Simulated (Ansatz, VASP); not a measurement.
One calculation of SiC, two programs

```
Si C
1.0
     3.07550    0.00000    0.00000
    -1.53775    2.66346    0.00000
     0.00000    0.00000    5.04855
Si C
2 2
Direct
  0.33333 0.66667 0.99029
  0.66667 0.33333 0.49029
  0.33333 0.66667 0.38471
  0.66667 0.33333 0.88471
```

Change from the starting cell: polar distortion scaled by 0.85.

Alike in both runs: task single point; functional r2SCAN; k mesh 9 × 9 × 6; no spin polarisation.

|  | VASP | Ansatz |
| --- | --- | --- |
| version | VASP 6.6.1 | Ansatz 0.2.0 |
| potentials or method | VASP PAW PBE potentials, release 64 (Si, C), cutoff 520 eV | scalar-relativistic, plane waves, PAW |
| occupations | gaussian, width 0.01 eV | fixed |
| valence electrons in the cell | 16 | 16 |

VASP gave:

```
gap on the k mesh at the Fermi level (eV)                     : 2.63
least direct gap on the mesh (eV)                             : 4.74
pressure (GPa)                                                : 0.7
traceless stress, the component that is largest in VASP (GPa) : -5.08
rms of the force components (eV/Å)                            : 0.809
```

Question: What did Ansatz give for the same quantities?

Answer: gap on the k mesh at the Fermi level (eV): 2.62; least direct gap on the mesh (eV): 4.74; pressure (GPa): 1.0; traceless stress, the component that is largest in VASP (GPa): -5.16; rms of the force components (eV/Å): 0.810.

VASP's potentials were made for PBE, not for r2SCAN. Atom by atom the forces differ by 0.002 eV/Å (rms over components).
